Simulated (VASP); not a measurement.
# BaTe (strained measured structure), PBE single-point calculation: Ansatz's output and VASP's

```
Ba Te
1.0
     0.00000    3.53238    3.53238
     3.43665    0.00000    3.53238
     3.43665    3.53238    0.00000
Ba Te
1 1
Direct
  0.00000 0.00000 0.00000
  0.50000 0.50000 0.50000
```

Ansatz printed

```
SCF 1 converged in 6 iterations: F = -12933.122437 eV  dr2 = 8.45e-10
  greatest PAW one-centre occupation: 0.998 electrons in one spin orbital (limit 2), on the Te atom at site 1 (counted from 0), in its partial waves of l = 2
NSCF: frozen V_eff on 7 k-points
SCF converged after 6 iterations
Free energy (F): -12933.122437 eV
Harris-Foulkes:  -12933.122437 eV  (|F-HF|=1.09e-11)
Internal energy: -12933.122437 eV  (E = F + TS)
E sigma→0 (E₀):  -12933.122437 eV
Fermi energy:    7.202804 eV
--- Per-component energies (eV) ---
  E_band       = -333.755318
  E_kinetic    = 349.724379
  E_local      = -1849.259162  (includes V_loc(G=0)·N_el)
  E_nonlocal   = -252.883291
  E_hartree    = 1038.283650
  E_xc         = -293.295100
  E_vxc        = -240.987373  (∫ρ·V_xc dr)
  E_paw        = -9888.800912  (= ΣΔE_a)
  E_vpaw       = -416.915588  (= ΣTr[D̂ρ^β])
  E_aug_tail   = -0.000175  (compensation charges beyond the density's cutoff)
  E_ewald      = -2036.891826
  E_smearing   = -0.000000  (= −TS)
  E_closure    = 0.000000  (closes the sum)
  Σ components = -12933.122437   (vs F -12933.122437, Δ=0.00e0)
--- Forces (eV/Å), atoms counted from 1 ---
  atom   1  Ba     0.00000000     0.00000000     0.00000000
  atom   2  Te     0.00000000     0.00000000     0.00000000
  max |Σ_I F_I| component: 0.00e0 eV/Å
--- Stress (GPa, compression-positive) ---
        2.173693       0.000000       0.000000
        0.000000       0.266379       0.000000
        0.000000      -0.000000       0.266379
  P = ⅓ Tr σ = 0.9022 GPa (9.022 kbar)
--- Band table (eV; the first three rows and the last of 30) ---
  k-point 0: bands = ["-28.5047", "-28.5001", "-28.4963", "-28.4917", "-28.4917", "-20.5158", "-5.6778", "-5.6697", "-5.6697", "-3.1008", "6.3660", "6.3660", "6.4359", "9.3270", "9.3431", "9.3431", "9.5152"]
  k-point 1: bands = ["-28.5047", "-28.5001", "-28.4963", "-28.4916", "-28.4916", "-20.5125", "-5.7966", "-5.6755", "-5.6741", "-2.9054", "5.6189", "6.0228", "6.0511", "9.4105", "9.6812", "9.7725", "10.3576"]
  k-point 2: bands = ["-28.5047", "-28.5002", "-28.4963", "-28.4916", "-28.4916", "-20.5059", "-6.0077", "-5.6830", "-5.6774", "-2.5389", "4.6177", "5.5244", "5.5251", "9.8117", "10.5538", "10.5796", "11.7643"]
  k-point 29: bands = ["-28.5048", "-28.5001", "-28.4961", "-28.4916", "-28.4915", "-20.4983", "-5.8442", "-5.8319", "-5.7764", "-2.7091", "5.3159", "5.3475", "5.6550", "9.0574", "11.0517", "11.0880", "11.6677"]
```

Datasets and cutoffs are each program's own. VASP's cell holds 16 valence electrons and Ansatz's 26. Ansatz's stress includes a Pulay correction; VASP's doesn't.

Question: What does VASP give for the same cell and level of theory?

Answer: gap between bands v and c 1.47 eV; least direct gap 1.85 eV; pressure 1.2 GPa.

From OUTCAR

```
k-points           NKPTS =     30   k-points in BZ     NKDIM =     30   number of bands    NBANDS=     15

   NELECT =      16.0000    total number of electrons

   dimension x,y,z NGX =    40 NGY =   40 NGZ =   40
   dimension x,y,z NGXF=    80 NGYF=   80 NGZF=   80

  energy-cutoff  :      520.00
  volume of cell :       85.76
      direct lattice vectors                 reciprocal lattice vectors
     0.000000000  3.532379313  3.532379313    -0.145490444  0.141547653  0.141547653
     3.436651834  0.000000000  3.532379313     0.145490444 -0.141547653  0.141547653
     3.436651834  3.532379313  0.000000000     0.145490444  0.141547653 -0.141547653

 k-points in reciprocal lattice and weights: KPOINTS created by Atomic Simulation Env
   0.00000000  0.00000000  0.00000000       0.005
   0.16666667 -0.00000000 -0.00000000       0.037
   0.33333333 -0.00000000 -0.00000000       0.037
   0.50000000 -0.00000000 -0.00000000       0.019
   0.16666667  0.16666667  0.00000000       0.019
   0.33333333  0.16666667 -0.00000000       0.074
   0.50000000  0.16666667  0.00000000       0.074
  -0.33333333  0.16666667  0.00000000       0.074
   ...

 E-fermi :   2.7657

 k-point     1 :       0.0000    0.0000    0.0000
  band No.  band energies     occupation
      1     -24.7417      2.00000
      2      -9.8988      2.00000
      3      -9.8929      2.00000
      4      -9.8929      2.00000
      5      -7.2662      2.00000
      6       2.2529      2.00000
      7       2.2529      2.00000
      8       2.3284      2.00000
      9       5.1433      0.00000
     10       5.1472      0.00000
     11       5.1472      0.00000
     12       5.3188      0.00000
     13       5.7604      0.00000
     14       5.9290      0.00000
     15       9.2668      0.00000

 k-point     2 :       0.1667   -0.0000   -0.0000
  band No.  band energies     occupation
      1     -24.7383      2.00000
      2     -10.0166      2.00000
      3      -9.8977      2.00000
      4      -9.8976      2.00000
      5      -7.0716      2.00000
      6       1.4747      2.00000
      7       1.8829      2.00000
      8       1.9133      2.00000
      9       5.2409      0.00000
     10       5.4984      0.00000
     11       5.5878      0.00000
     12       6.1986      0.00000
     13       6.4998      0.00000
     14       6.7431      0.00000
     15      10.0905      0.00000

 k-point     3 :       0.3333   -0.0000   -0.0000
  band No.  band energies     occupation
      1     -24.7317      2.00000
      2     -10.2245      2.00000
      3      -9.9068      2.00000
      4      -9.9002      2.00000
      5      -6.7044      2.00000
      6       0.4458      2.00000
      7       1.3570      2.00000
      8       1.3582      2.00000
      9       5.6801      0.00000
     10       6.3920      0.00000
     11       6.4125      0.00000
     12       7.5864      0.00000
     13       8.1099      0.00000
     14       8.3750      0.00000
     15      10.3314      0.00000

 k-point     4 :       0.5000   -0.0000   -0.0000
  band No.  band energies     occupation
      1     -24.7284      2.00000
      2     -10.3161      2.00000
      3      -9.9114      2.00000
      4      -9.9014      2.00000
      5      -6.5254      2.00000
      6       0.0379      2.00000
      7       1.1396      2.00000
      8       1.1496      2.00000
      9       6.4659      0.00000
     10       7.0259      0.00000
     11       7.1428      0.00000
     12       7.2022      0.00000
     13       9.1412      0.00000
     14       9.3264      0.00000
     15       9.5769      0.00000

 k-point     5 :       0.1667    0.1667    0.0000
  band No.  band energies     occupation
      1     -24.7374      2.00000
      2      -9.9965      2.00000
      3      -9.9207      2.00000
      4      -9.9108      2.00000
      5      -7.0735      2.00000
      6       1.1600      2.00000
      7       2.0718      2.00000
      8       2.1358      2.00000
      9       4.6852      0.00000
     10       5.6869      0.00000
     11       5.9611      0.00000
     12       6.1028      0.00000
     13       6.1116      0.00000
     14       7.7024      0.00000
     15      10.3053      0.00000

 k-point     6 :       0.3333    0.1667   -0.0000
  band No.  band energies     occupation
      1     -24.7320      2.00000
      2     -10.1338      2.00000
      3      -9.9288      2.00000
      4      -9.9239      2.00000
      5      -6.8632      2.00000
      6       0.6704      2.00000
      7       1.5807      2.00000
      8       1.7376      2.00000
      9       4.8016      0.00000
     10       6.4451      0.00000
     11       6.6281      0.00000
     12       7.0105      0.00000
     13       7.1749      0.00000
     14       9.0307      0.00000
     15      10.2456      0.00000

 ...

  Total        1.3825281      0.3015872      0.3015872     -0.0000000      0.0000000     -0.0000000
  in kB       25.8276170      5.6340840      5.6340840     -0.0000000      0.0000000     -0.0000000
  external PRESSURE =      12.3652617 kB  Pullay stress =       0.0000000 kB

 POSITION                                       TOTAL-FORCE (eV/Angst)
 -----------------------------------------------------------------------------------
      0.00000      0.00000      0.00000        -0.000000      0.000000      0.000000
      3.43665      3.53238      3.53238         0.000000     -0.000000     -0.000000
 -----------------------------------------------------------------------------------
    total drift:                                0.000000     -0.000000     -0.000000

  FREE ENERGIE OF THE ION-ELECTRON SYSTEM (eV)
  ---------------------------------------------------
  free  energy   TOTEN  =        -8.6076543758 eV

  energy  without entropy=       -8.6076543758  energy(sigma->0) =       -8.60765438
```

VASP's potentials hold 16 valence electrons a cell and Ansatz's 26, so a difference between the two programs can come from the potentials and not from the codes.
